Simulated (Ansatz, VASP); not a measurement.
WC: VASP beside Ansatz

```xyz
2
Lattice="0.0000 2.0173 2.1927 2.0173 0.0000 2.1927 2.0173 2.0173 0.0000" Properties=species:S:1:pos:R:3 pbc="T T T"
W     0.0000    0.0000    0.0000
C     2.0173    2.0173    2.1927
```

Change from the starting cell: strain -0.080 along x and y, +0.000 along z, atoms carried along.

Alike in both runs: task single point; functional PBEsol; k mesh 18 × 18 × 18; occupations gaussian, width 0.15 eV; no spin polarisation.

|  | VASP | Ansatz |
| --- | --- | --- |
| version | VASP 6.6.1 | Ansatz 0.2.0 |
| potentials or method | VASP PAW PBE potentials, release 64 (W_sv, C), cutoff 520 eV | scalar-relativistic, plane waves, PAW |
| valence electrons in the cell | 18 | 18 |

VASP gave:

| Quantity | Value |
| --- | --- |
| gap on the k mesh at the Fermi level (eV) | none |
| pressure (GPa) | 83.1 |
| traceless stress, the component that is largest in VASP (GPa) | -57.68 |

Problem. Which values does Ansatz return?

Solution. gap on the k mesh at the Fermi level (eV): none; pressure (GPa): 80.9; traceless stress, the component that is largest in VASP (GPa): -57.27.

VASP's potentials were made for PBE, not for PBEsol. A gap of «none» marks a metal or a gap that the smearing closes. Both programs put the cell under a high pressure, so it lies far from rest at this level. With one functional, cell and mesh, what is left measures potentials, basis and numerics.

Spin-orbit coupling is off throughout. Noted on VASP's run: the cell as given lies far from equilibrium.
